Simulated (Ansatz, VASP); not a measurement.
## In: VASP beside Ansatz

Contents of INCAR:

```
SYSTEM = In
ALGO = Fast
EDIFF = 1E-7
ENCUT = 520
GGA = PS
ISIF = 2
ISMEAR = 0
LASPH = .True.
LCHARG = .True.
LELF = .True.
LREAL = .False.
LVHAR = .True.
LWAVE = .False.
NBANDS = 12
NELM = 60
PREC = Accurate
SIGMA = 0.15
```

File KPOINTS:

```
k-points
0
Gamma
  20 20 20
  0 0 0
```

The input POSCAR:

```
In
1.0
   -1.6505422500      1.6505422500      2.5110592500
    1.6505422500     -1.6505422500      2.5110592500
    1.6505422500      1.6505422500     -2.5110592500
In
1
Direct
    0.0000000000      0.0000000000      0.0000000000
```

Input for Ansatz:

```yaml
crystal:
  lattice:
    - [-1.65054225, 1.65054225, 2.51105925]
    - [1.65054225, -1.65054225, 2.51105925]
    - [1.65054225, 1.65054225, -2.51105925]
  atoms:
    - { symbol: In, position: [0.0, 0.0, 0.0] }
basis:
  ecutwfc: 420
kpoints:
  mp_grid: { grid: [20, 20, 20] }
hamiltonian:
  xc: pbesol
scf:
  occupations: { method: gaussian, width: 0.15 }
output:
  forces: true
  stress: true
  eigenvalues: true
```

Change from the starting cell: strain +0.015 along x and y, +0.015 along z, atoms carried along.

Alike in both runs: task single point; functional PBEsol; k mesh 20 × 20 × 20; occupations gaussian, width 0.15 eV; no spin polarisation.

|  | VASP | Ansatz |
| --- | --- | --- |
| version | VASP 6.6.1 | Ansatz 0.2.0 |
| potentials or method | VASP PAW PBE potentials, release 64 (In_d), cutoff 520 eV | scalar-relativistic, plane waves, PAW |
| valence electrons in the cell | 13 | 13 |

|  | VASP | Ansatz | Ansatz less VASP |
| --- | --- | --- | --- |
| gap on the k mesh at the Fermi level (eV) | none | none | - |
| pressure (GPa) | -2.5 | -2.5 | +0.03 |
| traceless stress, the component that is largest in VASP (GPa) | -0.15 | -0.14 | +0.001 |

VASP's potentials were made for PBE, not for PBEsol. A gap of «none» marks a metal or a gap that the smearing closes.
